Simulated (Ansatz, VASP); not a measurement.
Two plane-wave programs on Si16HO32

```
Si O H
1.0
   -10.07800    0.00000    0.00000
     0.00000   -8.76400    0.00000
     0.00000    0.00000    8.23500
Si O H
16 32 1
Direct
  0.46922 0.35069 0.55912
  0.52704 0.68147 0.05592
  0.53024 0.35397 0.92847
  0.47069 0.67683 0.43310
  0.21798 0.84496 0.57115
  0.28564 0.16739 0.06924
  0.27598 0.83438 0.94634
  0.22751 0.17921 0.44619
  0.96782 0.32626 0.56213
  0.03609 0.64745 0.06748
  0.02481 0.32045 0.94010
  0.97585 0.65197 0.43674
  0.73174 0.82165 0.54840
  0.77179 0.16775 0.04865
  0.78912 0.83513 0.92795
  0.71179 0.15591 0.42598
  0.48398 0.71288 0.24167
  0.51130 0.40133 0.74039
  0.42417 0.50140 0.45877
  0.57052 0.50480 0.03160
  0.59284 0.27239 0.46697
  0.40201 0.71907 0.93762
  0.39327 0.28518 0.99764
  0.61192 0.70088 0.52357
  0.28577 0.18486 0.26415
  0.21731 0.86032 0.76646
  0.17979 0.00871 0.49349
  0.32639 0.99430 0.02263
  0.36276 0.79298 0.50837
  0.14070 0.20414 0.99490
  0.16053 0.76442 0.06173
  0.34452 0.23347 0.56947
  0.00969 0.59895 0.25371
  0.99198 0.28835 0.75146
  0.92775 0.50431 0.54008
  0.07275 0.49548 0.96439
  0.10150 0.29320 0.45832
  0.90458 0.72439 0.99315
  0.89288 0.29011 0.04910
  0.10726 0.72130 0.52059
  0.72091 0.13872 0.23136
  0.78064 0.81350 0.73415
  0.67861 0.99047 0.50327
  0.82561 0.01074 0.96895
  0.85667 0.77698 0.43250
  0.64923 0.23038 0.93998
  0.64959 0.79306 0.01352
  0.85013 0.21746 0.49858
  0.00836 0.98254 0.23940
```

Alike in both runs: functional PBEsol; k mesh 1 × 1 × 1; occupations fermi-dirac, width 0.05 eV; collinear spin.

Ansatz relaxed the structure, and its values are those at the end. VASP's run is a single point on that final structure, the one shown.

```csv
,VASP,Ansatz
version,VASP 6.6.1,Ansatz 0.2.0
potentials or method,"VASP PAW PBE potentials, release 64 (Si, O, H), cutoff 520 eV","scalar-relativistic, plane waves, PAW"
valence electrons in the cell,257,257
```

|  | VASP | Ansatz | Ansatz less VASP |
| --- | --- | --- | --- |
| rms of the force components (eV/Å) | 0.014 | 0.013 | -0.0008 |
| net moment per atom (μB) | 0.02 | 0.02 | 0.000 |
| size of the moment on the site where the two differ most (μB) | 0.37 | 0.81 | +0.442 |

VASP's potentials were made for PBE, not for PBEsol, and Ansatz warns of the same on its side. Site moments also hang on the region over which each program counts them.
